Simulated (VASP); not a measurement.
# InP (Fm-3m) in VASP: notebook

Runs on InP. Level: PBEsol. Tasks: single point.

Everything below comes from runs of VASP 6.6.1. Logs are shortened: lines on timing, memory, paths and dates and some standing lists are left out, and cuts for length are marked.

### Step 1. The cell of the first run

It takes space group Fm-3m (No. 225, cubic). The conventional cell has a = 5.710 Å, b = 5.710 Å, c = 5.710 Å, α = 90.00°, β = 90.00°, γ = 90.00°. Within 3.8 Å of In (site symmetry m-3m) lie 6 P at 2.85 Å. P (site symmetry m-3m) has 6 In at 2.85 to 2.86 Å within 3.8 Å.

### Step 2. Single point, PBEsol

INCAR

```
SYSTEM = InP
  PREC = Accurate
  ENCUT = 500
  EDIFF = 1E-6
  ISMEAR = 0
  SIGMA = 0.1
  LREAL = Auto
  LASPH = .TRUE.
  NELM = 120
  ALGO = Normal
  ISIF = 2
  LWAVE = .FALSE.
  LCHARG = .FALSE.
  GGA = PS
  NBANDS = 86
  ISYM = -1
  GGA_COMPAT = .FALSE.
```

KPOINTS

```
explicit points
4
Reciprocal
  0.25000000   0.25000000   0.25000000 2
  0.25000000   0.25000000   0.75000000 2
  0.25000000   0.75000000   0.25000000 2
  0.25000000   0.75000000   0.75000000 2
```

POSCAR

```
InP
1.0
    0.0000000000      5.7100000000     -5.7100000000
   -5.7100000000      0.0000000000     -5.7100000000
   -5.7100000000      5.7100000000      0.0000000000
In P
8 8
Direct
    0.5000000000      0.5000000000      0.0000000000
    0.0000000000      0.5000000000      0.0000000000
    0.5000000000      0.0000000000      0.0000000000
    0.0000000000      0.0000000000      0.0000000000
    0.5000000000      0.5000000000      0.5000000000
    0.0000000000      0.5000000000      0.5000000000
    0.5000000000      0.0000000000      0.5000000000
    0.0000000000      0.0000000000      0.5000000000
    0.7500000000      0.7500000000      0.2500000000
    0.2500000000      0.7500000000      0.2500000000
    0.7500000000      0.2500000000      0.2500000000
    0.2500000000      0.2500000000      0.2500000000
    0.7500000000      0.7500000000      0.7500000000
    0.2500000000      0.7500000000      0.7500000000
    0.7500000000      0.2500000000      0.7500000000
    0.2500000000      0.2500000000      0.7500000000
```

Potentials or basis: VASP PAW PBE potentials, release 64 (In_d, P).

The run is started by

```
$ cat potpaw_PBE.64/In_d/POTCAR potpaw_PBE.64/P/POTCAR > POTCAR
$ mpirun -np 1 vasp_std > vasp.out
```

OUTCAR:

```text
SYSTEM = InP
   PREC = Accurate
   ENCUT = 500
   EDIFF = 1E-6
   ISMEAR = 0
   LREAL = Auto
   LASPH = .TRUE.
   NELM = 120
   ISIF = 2
   GGA = PS
   ISYM = -1

 ion  position               nearest neighbor table
   1  0.500  0.500  0.000-  10 2.85  11 2.85  12 2.85  13 2.85  14 2.85  15 2.85
   2  0.000  0.500  0.000-   9 2.85  11 2.85  12 2.85  13 2.85  14 2.85  16 2.85
   3  0.500  0.000  0.000-   9 2.85  10 2.85  12 2.85  13 2.85  15 2.85  16 2.85
   4  0.000  0.000  0.000-   9 2.85  10 2.85  11 2.85  14 2.85  15 2.85  16 2.85
   5  0.500  0.500  0.500-   9 2.85  10 2.85  11 2.85  14 2.85  15 2.85  16 2.85
   6  0.000  0.500  0.500-   9 2.85  10 2.85  12 2.85  13 2.85  15 2.85  16 2.85
[... 8 lines left out ...]
  15  0.750  0.250  0.750-   1 2.85   3 2.85   4 2.85   5 2.85   6 2.85   8 2.85
  16  0.250  0.250  0.750-   2 2.85   3 2.85   4 2.85   5 2.85   6 2.85   7 2.85

IMPORTANT INFORMATION: All symmetrisations will be switched off!
NOSYMM: (Re-)initialisation of all symmetry stuff for point group C_1.

----------------------------------------------------------------------------------------

                                     Primitive cell

  volume of cell :     372.3388

  direct lattice vectors                    reciprocal lattice vectors
     0.000000000  5.710000000 -5.710000000     0.087565674  0.087565674 -0.087565674
    -5.710000000  0.000000000 -5.710000000    -0.087565674 -0.087565674 -0.087565674
    -5.710000000  5.710000000  0.000000000    -0.087565674  0.087565674  0.087565674

  length of vectors
     8.075159441  8.075159441  8.075159441     0.151668197  0.151668197  0.151668197

  position of ions in fractional coordinates (direct lattice)
     0.500000000  0.500000000  0.000000000
     0.000000000  0.500000000  0.000000000
     0.500000000  0.000000000  0.000000000
     0.000000000  0.000000000  0.000000000
     0.500000000  0.500000000  0.500000000
     0.000000000  0.500000000  0.500000000
[... 8 lines left out ...]
     0.750000000  0.250000000  0.750000000
     0.250000000  0.250000000  0.750000000

  ion indices of the primitive-cell ions
   primitive index   ion index
                 1           1
                 2           2
                 3           3
                 4           4
                 5           5
                 6           6
[... 8 lines left out ...]
                15          15
                16          16

----------------------------------------------------------------------------------------

 KPOINTS: explicit points

Read explicit list of k-points.

 Found      4 k-points:

 Following reciprocal coordinates:
            Coordinates               Weight
  0.250000  0.250000  0.250000      0.250000
  0.250000  0.250000  0.750000      0.250000
  0.250000  0.750000  0.250000      0.250000
  0.250000  0.750000  0.750000      0.250000
   k-points           NKPTS =      4   k-points in BZ     NKDIM =      4   number of bands    NBANDS=     86
   number of dos      NEDOS =    301   number of ions     NIONS =     16
   total plane-waves  NPLWV = 216000
   dimension x,y,z NGX =    60 NGY =   60 NGZ =   60
   dimension x,y,z NGXF=   120 NGYF=  120 NGZF=  120
   ions per type =               8   8
   NGX,Y,Z   is equivalent  to a cutoff of  12.35, 12.35, 12.35 a.u.
   NGXF,Y,Z  is equivalent  to a cutoff of  24.70, 24.70, 24.70 a.u.
 SYSTEM =  InP
   PREC   = accura    normal or accurate (medium, high low for compatibility)
   ISTART =      0    job   : 0-new  1-cont  2-samecut
   ICHARG =      2    charge: 1-file 2-atom 10-const
   ISPIN  =      1    spin polarized calculation?
   LNONCOLLINEAR =      F non collinear calculations
   LSORBIT =      F    spin-orbit coupling
   LASPH  =      T    aspherical Exc in radial PAW
   ENCUT  =  500.0 eV  36.75 Ry    6.06 a.u.  14.72 14.72 14.72*2*pi/ulx,y,z
   NELM   =    120;   NELMIN=  2; NELMDL= -5     # of ELM steps
   EDIFF  = 0.1E-05   stopping-criterion for ELM
   LREAL  =      T    real-space projection
   EDIFFG = 0.1E-04   stopping-criterion for IOM
   NSW    =      0    number of steps for IOM
   IBRION =     -1    ionic relax: 0-MD 1-quasi-New 2-CG
   NFREE  =      0    steps in history (QN), initial steepest desc. (CG)
   ISIF   =      2    stress and relaxation
   ISYM   =     -1    0-nonsym 1-usesym 2-fastsym
   POTIM  = 0.5000    time-step for ionic-motion
   TEBEG  =    0.0;   TEEND  =   0.0 temperature during run
   PSTRESS=    0.0 pullay stress
   NELECT =     144.0000    total number of electrons
   NUPDOWN=      -1.0000    fix difference up-down
   EMIN   =  10.00;   EMAX   =-10.00  energy-range for DOS
   EFERMI =   0.00;   METHOD = LEGACY
   ISMEAR =     0;   SIGMA  =   0.10  broadening in eV -4-tet -1-fermi 0-gaus
   EFERMI_NEDOS =   21; number of points for ismear=-14 and -15
   IALGO  =     38    algorithm
   IMIX   =      4    mixing-type and parameters
     AMIX     =   0.40;   BMIX     =  1.00
     AMIX_MAG =   1.60;   BMIX_MAG =  1.00
  volume/ion in A,a.u.               =      23.27       157.04
  Fermi-wavevector in a.u.,A,eV,Ry     =   1.192750  2.253971 19.356375  1.422653
  Thomas-Fermi vector in A             =   2.328781
   LORBIT       =      0    0 simple, 1 ext, 2 COOP (PROOUT), +10 PAW based schemes
   GGA     = PS    functional components
   LHFCALC =     F    Hartree Fock is set to
   AEXX    =    0.0000 exact exchange contribution
   IVDW    =     0    specifies the selected vdW correction
   LEPSILON=     F    determine dielectric tensor
   LRPA    =     F    only Hartree local field effects (RPA)
 non-spin polarized calculation
 Gauss-broadening in eV      SIGMA  =   0.10
  energy-cutoff  :      500.00
  volume of cell :      372.34
 maximum number of plane-waves:      9453
 NGX is ok and might be reduce to    60
   NGX = 29   NGY = 29   NGZ = 29

 number of electron     143.9999941 magnetization

 Free energy of the ion-electron system (eV)
  ---------------------------------------------------
  ext. energy  EPLUGINS =         0.00000000
  ---------------------------------------------------
  free energy    TOTEN  =       -69.29382202 eV

  energy without entropy =      -69.22949649  energy(sigma->0) =      -69.26165926

 E-fermi :   5.9065     XC(G=0): -10.1373

 val. band max:        5.8936425716   @ k =   0.2500   0.2500   0.2500
 cond. band min:       5.9469796781   @ k =   0.2500   0.7500   0.7500
 fundamental gap:      0.0533371065
 Fermi energy:         5.9065100461

 k-point     1 :       0.2500    0.2500    0.2500
  band No.  band energies     occupation
      1      -8.3823      2.00000
      2      -8.3823      2.00000
      3      -8.3823      2.00000
      4      -8.2523      2.00000
      5      -8.2523      2.00000
      6      -8.2523      2.00000
[... 76 lines left out ...]
     83       9.4312      0.00000
     84       9.6206      0.00000

 k-point     2 :       0.2500    0.2500    0.7500
  band No.  band energies     occupation
      1      -8.3403      2.00000
      2      -8.3403      2.00000
      3      -8.3093      2.00000
      4      -8.2917      2.00000
      5      -8.2814      2.00000
      6      -8.2814      2.00000
[... 76 lines left out ...]
     83       9.7202      0.00000
     84       9.8653      0.00000

 k-point     3 :       0.2500    0.7500    0.2500
  band No.  band energies     occupation
      1      -8.3403      2.00000
      2      -8.3403      2.00000
      3      -8.3093      2.00000
      4      -8.2917      2.00000
      5      -8.2814      2.00000
      6      -8.2814      2.00000
[... 76 lines left out ...]
     83       9.7202      0.00000
     84       9.8653      0.00000

 k-point     4 :       0.2500    0.7500    0.7500
  band No.  band energies     occupation
      1      -8.3403      2.00000
      2      -8.3402      2.00000
      3      -8.3093      2.00000
      4      -8.2917      2.00000
      5      -8.2814      2.00000
      6      -8.2814      2.00000
[... 76 lines left out ...]
     83       9.7202      0.00000
     84       9.8653      0.00000
 [bands above 84 left out]

------------------------ aborting loop because EDIFF is reached ----------------------------------------

  FORCE on cell =-STRESS in cart. coord.  units (eV):
  Direction    XX          YY          ZZ          XY          YZ          ZX
  --------------------------------------------------------------------------------------
  -------------------------------------------------------------------------------------
  Total      -19.5795744    -19.5795702    -19.5795506      0.0811325      0.0811371     -0.0811382
  in kB      -84.2510865    -84.2510682    -84.2509840      0.3491138      0.3491338     -0.3491383
  external PRESSURE =     -84.2510462 kB  Pullay stress =       0.0000000 kB

 VOLUME and BASIS-vectors are now :
 -----------------------------------------------------------------------------
  energy-cutoff  :      500.00
  volume of cell :      372.34
      direct lattice vectors                 reciprocal lattice vectors
     0.000000000  5.710000000 -5.710000000     0.087565674  0.087565674 -0.087565674
    -5.710000000  0.000000000 -5.710000000    -0.087565674 -0.087565674 -0.087565674
    -5.710000000  5.710000000  0.000000000    -0.087565674  0.087565674  0.087565674

 POSITION                                       TOTAL-FORCE (eV/Angst)
 -----------------------------------------------------------------------------------
     -2.85500      2.85500     -5.71000        -0.000002     -0.000001     -0.000001
     -2.85500      0.00000     -2.85500         0.000007     -0.000001     -0.000002
      0.00000      2.85500     -2.85500         0.000008     -0.000004      0.000001
      0.00000      0.00000      0.00000        -0.000004      0.000001     -0.000005
     -5.71000      5.71000     -5.71000         0.000001      0.000003      0.000006
     -5.71000      2.85500     -2.85500         0.000000      0.000002      0.000001
[... 8 lines left out ...]
     -5.71000      8.56500     -5.71000        -0.000003     -0.000009      0.000005
     -5.71000      5.71000     -2.85500        -0.000003     -0.000002     -0.000011
 -----------------------------------------------------------------------------------
    total drift:                                0.000007     -0.000000      0.000004

  FREE ENERGIE OF THE ION-ELECTRON SYSTEM (eV)
  ---------------------------------------------------
  free  energy   TOTEN  =       -69.2938220249 eV

  energy  without entropy=      -69.2294964918  energy(sigma->0) =      -69.26165926
```

It took 2.4 min on 1 thread of AMD EPYC 9R45 (Zen 5), shared host; peak memory 0.46 GiB.

What came out:

- Free energy: -69.2938 eV
- Pressure: -8.4 GPa
- Band gap on the k mesh: zero (bands 72 and 73 overlap by 0.29 eV)

Levels at points of the mesh, in eV from the Fermi level:
```csv
k point,band 68,band 69,band 70,band 71,band 72,band 73,band 74,band 75
"(0.25, 0.25, 0.25)",-0.96,-0.47,-0.47,-0.47,-0.25,-0.25,-0.01,-0.01
```

Caveat: the cell stands under tension; semilocal functionals underestimate gaps, and a narrow one can read as zero; the PAW data sets were made with another functional, which shifts forces and pressure a little; spin-orbit coupling is left out, which moves the levels of the heavy elements.

[end of part 1 of 2]

The gap in the log of VASP goes by the Fermi energy; the results here count the filled bands.